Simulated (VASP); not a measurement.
# CsNiN (P-6m2) in VASP: a series of runs

Runs on CsNiN. Level: PBE. Tasks: single point.

All numbers are computed with VASP 6.6.1; they aren't measurements. Logs are shortened: lines on timing, memory, paths and dates and some standing lists are left out, and cuts for length are marked.

**1. The cell of the first run**

The structure is hexagonal, space group P-6m2 (No. 187). Conventional cell: a = 5.537 Å, b = 5.537 Å, c = 3.447 Å, α = 90.00°, β = 90.00°, γ = 120.00°. Within 4.2 Å of Cs (site symmetry -6m2) lie 3 N at 3.20 Å and 2 Cs at 3.45 Å and 6 Ni at 3.63 Å. Within 2.3 Å of Ni (site symmetry -6m2) lie 2 N at 1.72 Å. Within 2.3 Å of N (site symmetry -6m2) lie 2 Ni at 1.72 Å.

**2. Single point, PBE**

INCAR reads:

```
PREC = Accurate ; ENCUT = 520
EDIFF = 1E-6 ; ISMEAR = -1
SIGMA = 0.05 ; LREAL = False
LASPH = True ; NELM = 100
ALGO = Normal ; ISIF = 2
LWAVE = False ; LCHARG = False
GGA = PE ; NBANDS = 19
```

KPOINTS reads:

```
regular mesh
0
Gamma
  6 6 8
```

POSCAR reads:

```
CsNiN
1.0
    5.5369659567      0.0000000000      0.0000000000
   -2.7684829784      4.7951531784      0.0000000000
    0.0000000000      0.0000000000      3.4466570000
Cs Ni N
1 1 1
Direct
    0.6666666667      0.3333333333      0.5000000000
    0.3333333333      0.6666666667      0.0000000000
    0.3333333333      0.6666666667      0.5000000000
```

Potentials or basis: VASP PAW PBE potentials, release 64 (Cs_sv, Ni, N).

The run is started by

```
cat potpaw_PBE.64/Cs_sv/POTCAR potpaw_PBE.64/Ni/POTCAR potpaw_PBE.64/N/POTCAR > POTCAR
mpirun -np 1 vasp_std > vasp.out
```

OUTCAR:

```text
PREC = Accurate
   ENCUT = 520
   EDIFF = 1E-6
   ISMEAR = -1
   LREAL = False
   LASPH = True
   NELM = 100
   ISIF = 2
   GGA = PE

 ion  position               nearest neighbor table
   1  0.667  0.333  0.500-
   2  0.333  0.667  0.000-   3 1.72   3 1.72
   3  0.333  0.667  0.500-   2 1.72   2 1.72

  LATTYP: Found a hexagonal cell.
 ALAT       =     5.5369659567
 C/A-ratio  =     0.6224811615

  Lattice vectors:

 A1 = (   5.5369659567,   0.0000000000,   0.0000000000)
 A2 = (  -2.7684829784,   4.7951531784,   0.0000000000)
 A3 = (   0.0000000000,   0.0000000000,   3.4466570000)

Analysis of symmetry for initial positions (statically):
=====================================================================
 Subroutine PRICEL returns:
 Original cell was already a primitive cell.

 Routine SETGRP: Setting up the symmetry group for a
 hexagonal supercell.

 Subroutine GETGRP returns: Found 12 space group operations
 (whereof 12 operations were pure point group operations)
 out of a pool of 24 trial point group operations.

The static configuration has the point symmetry D_3h.

Analysis of symmetry for dynamics (positions and initial velocities):
=====================================================================
 Subroutine PRICEL returns:
 Original cell was already a primitive cell.

 Routine SETGRP: Setting up the symmetry group for a
 hexagonal supercell.

 Subroutine GETGRP returns: Found 12 space group operations
 (whereof 12 operations were pure point group operations)
 out of a pool of 24 trial point group operations.

The dynamic configuration has the point symmetry D_3h.

 Subroutine INISYM returns: Found 12 space group operations
 (whereof 12 operations are pure point group operations),
 and found     1 'primitive' translations

----------------------------------------------------------------------------------------

                                     Primitive cell

  volume of cell :      91.5108

  direct lattice vectors                    reciprocal lattice vectors
     5.536965957  0.000000000  0.000000000     0.180604325  0.104271956  0.000000000
    -2.768482978  4.795153178  0.000000000     0.000000000  0.208543911  0.000000000
     0.000000000  0.000000000  3.446657000     0.000000000  0.000000000  0.290136210
[... 76 lines left out ...]
 SYSTEM =  unknown system
   PREC   = accura    normal or accurate (medium, high low for compatibility)
   ISTART =      0    job   : 0-new  1-cont  2-samecut
   ICHARG =      2    charge: 1-file 2-atom 10-const
   ISPIN  =      1    spin polarized calculation?
   LNONCOLLINEAR =      F non collinear calculations
   LSORBIT =      F    spin-orbit coupling
   LASPH  =      T    aspherical Exc in radial PAW
   ENCUT  =  520.0 eV  38.22 Ry    6.18 a.u.  10.30 10.30  6.41*2*pi/ulx,y,z
   NELM   =    100;   NELMIN=  2; NELMDL= -5     # of ELM steps
   EDIFF  = 0.1E-05   stopping-criterion for ELM
   LREAL  =      F    real-space projection
   EDIFFG = 0.1E-04   stopping-criterion for IOM
   NSW    =      0    number of steps for IOM
   IBRION =     -1    ionic relax: 0-MD 1-quasi-New 2-CG
   NFREE  =      0    steps in history (QN), initial steepest desc. (CG)
   ISIF   =      2    stress and relaxation
   ISYM   =      2    0-nonsym 1-usesym 2-fastsym
   POTIM  = 0.5000    time-step for ionic-motion
   TEBEG  =    0.0;   TEEND  =   0.0 temperature during run
   PSTRESS=    0.0 pullay stress
   NELECT =      24.0000    total number of electrons
   NUPDOWN=      -1.0000    fix difference up-down
   EMIN   =  10.00;   EMAX   =-10.00  energy-range for DOS
   EFERMI =   0.00;   METHOD = LEGACY
   ISMEAR =    -1;   SIGMA  =   0.05  broadening in eV -4-tet -1-fermi 0-gaus
   EFERMI_NEDOS =   21; number of points for ismear=-14 and -15
   IALGO  =     38    algorithm
   IMIX   =      4    mixing-type and parameters
     AMIX     =   0.40;   BMIX     =  1.00
     AMIX_MAG =   1.60;   BMIX_MAG =  1.00
  volume/ion in A,a.u.               =      30.50       205.85
  Fermi-wavevector in a.u.,A,eV,Ry     =   1.047903  1.980250 14.940569  1.098101
  Thomas-Fermi vector in A             =   2.182803
   LORBIT       =      0    0 simple, 1 ext, 2 COOP (PROOUT), +10 PAW based schemes
   GGA     = PE    functional components
   LHFCALC =     F    Hartree Fock is set to
   AEXX    =    0.0000 exact exchange contribution
   IVDW    =     0    specifies the selected vdW correction
   LEPSILON=     F    determine dielectric tensor
   LRPA    =     F    only Hartree local field effects (RPA)
 non-spin polarized calculation
  energy-cutoff  :      520.00
  volume of cell :       91.51
 maximum number of plane-waves:      2492
 NGX is ok and might be reduce to    42
   NGX = 21   NGY = 21   NGZ = 13

 number of electron      24.0000010 magnetization

 Free energy of the ion-electron system (eV)
  ---------------------------------------------------
  ext. energy  EPLUGINS =         0.00000000
  ---------------------------------------------------
  free energy    TOTEN  =       -14.26052475 eV

  energy without entropy =      -14.23458427  energy(sigma->0) =      -14.24755451

 E-fermi :   1.3908     XC(G=0):  -7.6454

 val. band max:        1.3667346350   @ k =   0.3333   0.3333   0.2500
 cond. band min:       1.3945673683   @ k =   0.1667  -0.0000   0.2500
 fundamental gap:      0.0278327333
 Fermi energy:         1.3908161645

 k-point     1 :       0.0000    0.0000    0.0000
  band No.  band energies     occupation
      1     -20.8315      2.00000
      2     -12.7080      2.00000
      3      -7.6060      2.00000
      4      -7.6060      2.00000
      5      -6.3186      2.00000
      6      -0.7874      2.00000
[... 505 lines left out ...]
      6      -4.4404      2.00000
[... 11 lines left out ...]
     18       7.9196      0.00000
     19       7.9502      0.00000

 [... further k-points ...]
[... 5 lines left out ...]
  --------------------------------------------------------------------------------------
  -------------------------------------------------------------------------------------
  Total        0.0234000      0.0234000      0.0408161     -0.0000000      0.0000000      0.0000000
  in kB        0.4096889      0.4096889      0.7146106     -0.0000000      0.0000000      0.0000000
  external PRESSURE =       0.5113295 kB  Pullay stress =       0.0000000 kB

 VOLUME and BASIS-vectors are now :
 -----------------------------------------------------------------------------
  energy-cutoff  :      520.00
  volume of cell :       91.51
      direct lattice vectors                 reciprocal lattice vectors
     5.536965957  0.000000000  0.000000000     0.180604325  0.104271956  0.000000000
    -2.768482978  4.795153178  0.000000000     0.000000000  0.208543911  0.000000000
     0.000000000  0.000000000  3.446657000     0.000000000  0.000000000  0.290136210

 POSITION                                       TOTAL-FORCE (eV/Angst)
 -----------------------------------------------------------------------------------
      2.76848      1.59838      1.72333        -0.000000      0.000000      0.000000
     -0.00000      3.19677      0.00000         0.000000     -0.000000      0.000000
     -0.00000      3.19677      1.72333         0.000000      0.000000      0.000000
 -----------------------------------------------------------------------------------
    total drift:                               -0.000000      0.000000     -0.000000

  FREE ENERGIE OF THE ION-ELECTRON SYSTEM (eV)
  ---------------------------------------------------
  free  energy   TOTEN  =       -14.2605247518 eV

  energy  without entropy=      -14.2345842658  energy(sigma->0) =      -14.24755451
```

stdout:

```text
POSCAR found type information on POSCAR CsNiN
 POSCAR found :  3 types and       3 ions
 scaLAPACK will be used
 LDA part: xc-table for (Slater+PW92), standard interpolation
 POSCAR, INCAR and KPOINTS ok, starting setup
 FFT: planning ... GRIDC
 FFT: planning ... GRID_SOFT
 FFT: planning ... GRID
 WAVECAR not read
 entering main loop
```

It took 55 s on 1 thread of Intel Xeon Platinum 8488C (Sapphire Rapids), shared host; peak memory 0.25 GiB.

Results:

* Free energy: -14.2605 eV
* Pressure: 0.1 GPa
* Band gap on the k mesh: zero (band 12 reaches 2.77 eV, above the bottom of band 13 at 0.31 eV)

Caveat: spin-orbit coupling is left out, which moves the levels of the heavy elements; the run has no spin polarisation, though such a crystal can be magnetic.

**3. Single point, PBE, collinear spin, ferromagnetic start**

This run uses another cell than the first one, of 32.33 Å³/atom, 1.060 times its volume.

INCAR reads:

```
PREC     = Accurate       # precision mode
ENCUT    = 520            # plane-wave cutoff, eV
EDIFF    = 1E-6           # SCF threshold, eV
ISMEAR   = -1             # smearing method
SIGMA    = 0.05           # smearing width, eV
LREAL    = False          # projectors in reciprocal space
LASPH    = True           # aspherical terms in the spheres
NELM     = 150            # most SCF steps
ALGO     = Normal         # electronic algorithm
ISIF     = 2              # what is computed and relaxed
LWAVE    = False          # write WAVECAR
LCHARG   = True           # write CHGCAR
ISPIN    = 2              # spin polarisation
MAGMOM   = 0 1 0          # initial moments
LORBIT   = 11             # projections on sites
LMAXMIX  = 4              # l up to which the mixer works
GGA      = PE             # functional
LELF     = True           # ELF
LVHAR    = True         
NBANDS   = 23             # bands
```

KPOINTS is that of step 2.

POSCAR reads:

```
CsNiN
1.0
    5.6455614868      0.0000000000      0.0000000000
   -2.8227807434      4.8891996662      0.0000000000
    0.0000000000      0.0000000000      3.5142556717
Cs Ni N
1 1 1
Direct
    0.6666666667      0.3333333333      0.5000000000
    0.3333333333      0.6666666667      0.0000000000
    0.3333333333      0.6666666667      0.5000000000
```

Potentials or basis: VASP PAW PBE potentials, release 64 (Cs_sv, Ni, N).

The run is started by

```
cat potpaw_PBE.64/Cs_sv/POTCAR potpaw_PBE.64/Ni/POTCAR potpaw_PBE.64/N/POTCAR > POTCAR
mpirun -np 1 vasp_std > vasp.out
```

Run time: 2.1 min. Hardware: 1 thread of Intel Xeon Platinum 8375C at 2.90GHz (Ice Lake), shared host; peak memory 0.33 GiB.

Results (log left out):

* Free energy: -14.2277 eV
* Pressure: -2.1 GPa
* Net moment: 0.42 μB per cell
* Site moments: Cs +0.01; Ni +0.24; N +0.10 μB
* Valence electrons inside the program's atomic spheres: Cs 6.58; Ni 9.45; N 3.59

Stress tensor (GPa, compression positive):
```
-0.65  0.00  0.00
 0.00 -0.65  0.00
 0.00  0.00 -5.06
```

Levels at points of the mesh, in eV from the Fermi level:
Spin up:
```
           k point  band 9  band 10  band 11  band 12  band 13  band 14  band 15  band 16  band 17  band 18
(0.00, 0.00, 0.00)   -2.00    -1.91    -1.91    -1.05    -1.05     1.83     3.34     4.88     4.88     7.55
(0.50, 0.00, 0.00)   -1.90    -1.87    -1.65    -1.13    -1.08     2.45     3.22     4.21     5.45     5.73
(0.00, 0.00, 0.50)   -1.10    -1.10    -0.89     1.10     1.10     3.02     3.02     4.47     5.89     5.96
(0.50, 0.00, 0.50)   -1.18    -1.05    -1.03     1.10     1.21     2.38     2.78     5.23     5.63     6.78
```
Spin down:
```tsv
k point	band 9	band 10	band 11	band 12	band 13	band 14
(0.00, 0.00, 0.00)	-1.90	-1.53	-1.53	-0.89	-0.89	1.89
(0.50, 0.00, 0.00)	-1.53	-1.52	-1.52	-0.98	-0.92	2.48
(0.00, 0.00, 0.50)	-0.95	-0.95	-0.80	1.46	1.46	3.03
(0.50, 0.00, 0.50)	-1.09	-0.90	-0.87	1.45	1.57	2.39
```

Caveat: spin-orbit coupling is left out, which moves the levels of the heavy elements; a cell with one magnetic atom can't hold antiferromagnetic order, which such compounds often take.
